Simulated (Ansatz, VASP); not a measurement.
## Tl2Sn2H5 in VASP and in Ansatz

```
Tl Sn H
1.0
     5.36788    0.00000    0.00000
    -2.68394    4.64872    0.00000
     0.00000    0.00000    6.18219
Tl Sn H
2 2 5
Direct
  0.33333 0.66667 0.50000
  0.66667 0.33333 0.50000
  0.00000 0.00000 0.00000
  0.00000 0.00000 0.50000
  0.50000 0.00000 0.00000
  0.00000 0.50000 0.00000
  0.50000 0.50000 0.00000
  0.33333 0.66667 0.00000
  0.66667 0.33333 0.00000
```

Alike in both runs: functional PBE; k mesh 9 × 9 × 6; occupations gaussian, width 0.1 eV; no spin polarisation.

Ansatz relaxed the structure, and its values are those at the end. VASP's run is a single point on that final structure, the one shown.

|  | VASP | Ansatz |
| --- | --- | --- |
| version | VASP 6.6.1 | Ansatz 0.2.0 |
| potentials or method | VASP PAW PBE potentials, release 64 (Tl_d, Sn_d, H), cutoff 520 eV | scalar-relativistic, plane waves, PAW |
| valence electrons in the cell | 59 | 59 |

|  | VASP | Ansatz | Ansatz less VASP |
| --- | --- | --- | --- |
| gap on the k mesh at the Fermi level (eV) | none | none | - |
| pressure (GPa) | -0.1 | 0.0 | +0.09 |

A gap of «none» marks a metal or a gap that the smearing closes.

Spin-orbit coupling is off throughout.
